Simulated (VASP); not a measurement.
Runs of VASP 6.6.1 on Sc. The structure is that of space group Fm-3m (No. 225), or close to it. The cells are those of the table. This isn't the form of Sc at room conditions, which is hcp.

| cell | gap on the mesh (eV) | pressure (GPa) |
| --- | --- | --- |
| a = 3.210 Å, angles 60.0°, 1 atom | none | -2.1 |
| a = 3.250 Å, angles 60.0°, 1 atom | none | (a) |
| a = 3.168 Å, angles 60.0°, 1 atom | none | 0.0 |
| a = 3.290 Å, angles 60.0°, 1 atom | none | -5.4 |

Alike in all rows: task single point; level LDA; potentials or basis VASP PAW LDA potentials, release 64 (Sc_sv); no spin polarisation; k mesh 20 × 20 × 20; cutoff (eV) 520; smearing fermi-dirac 0.1 eV.

Task: Fill in the values left out.

Result: (a) -3.9.

Caveats: the cell stands under tension (at least some runs).

A gap of «none» marks levels without a gap at the run's occupations.
